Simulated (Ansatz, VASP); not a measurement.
# One calculation of Si3Sn, two programs

```
CELL_PARAMETERS angstrom
2.78152 -3.81120 0.00000
2.78152 3.81120 0.00000
0.00000 0.00000 7.50555
ATOMIC_POSITIONS crystal
Si 0.00000 0.50000 0.00000
Si 0.50000 0.00000 0.50000
Si 0.27934 0.27934 0.25000
Si 0.72066 0.72066 0.75000
Si 0.72066 0.72066 0.25000
Si 0.27934 0.27934 0.75000
Sn 0.50000 0.00000 0.00000
Sn 0.00000 0.50000 0.50000
```

Change from the starting cell: the structure that the rattled cell fell into.

Alike in both runs: task relaxation of cell and atoms; functional PBE; k mesh 8 × 8 × 6; occupations gaussian, width 0.1 eV; no spin polarisation.

```csv
,VASP,Ansatz
version,VASP 6.6.1,Ansatz 0.2.0
potentials or method,"VASP PAW PBE potentials, release 64 (Si, Sn_d), cutoff 600 eV","scalar-relativistic, plane waves, PAW"
valence electrons in the cell,52,52
```

```csv
,VASP,Ansatz,Ansatz less VASP
"gap on the k mesh at the Fermi level, each at its own relaxed structure (eV)",none,none,-
relaxed volume (Å³/atom),19.88,19.89,+0.010
relaxed length of the cell vector where the two differ most in proportion (Å),4.707,4.709,+0.0021
```

A gap of «none» marks a metal or a gap that the smearing closes.
